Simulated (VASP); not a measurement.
Here is a VASP 6.6.1 calculation.

INCAR

```
ALGO = Normal ; EDIFF = 1E-6
ENCUT = 520 ; GGA = PS
ISIF = 2 ; ISMEAR = 0
LASPH = T ; LCHARG = F
LREAL = F ; LWAVE = F
NBANDS = 22 ; NELM = 60
PREC = Accurate ; SIGMA = 0.05
```

The input KPOINTS:

```
k-points
0
Gamma
  4 4 2
```

POSCAR

```
F
1.0
    3.1856334639     -1.8604742729     -0.2457035347
    3.1856334639      1.8604742729     -0.2457035347
   -2.3864987958      0.0000000000      7.4470219456
F
4
Direct
    0.0848459664      0.0848459664      0.0940038325
    0.9151540336      0.9151540336      0.9059961675
    0.5015719855      0.5015719855      0.5937195244
    0.4984280145      0.4984280145      0.4062804756
```

Potentials or basis: VASP PAW PBE potentials, release 64 (F).

Launch:

```bash
$ cat potpaw_PBE.64/F/POTCAR > POTCAR
$ mpirun -np 1 vasp_std > vasp.out
```

Task: Estimate the band gap on the k mesh.

Result: 2.44 eV, indirect (least direct gap 2.50 eV).

Task: Predict the largest force.

Result: 1.509 eV/Å.

Task: What does it give for the pressure?

Result: -3.3 GPa.

Forces on the atoms (eV/Å):
```
F   -0.651  0.000 -1.343
F    0.651  0.000  1.343
F    0.450  0.000 -1.440
F   -0.450  0.000  1.440
```

Caveat: the k points lie up to 0.50 Å⁻¹ apart; the PAW data sets were made with another functional, which shifts forces and pressure a little. A hybrid or GW would open this gap; PBEsol tends to underestimate it.
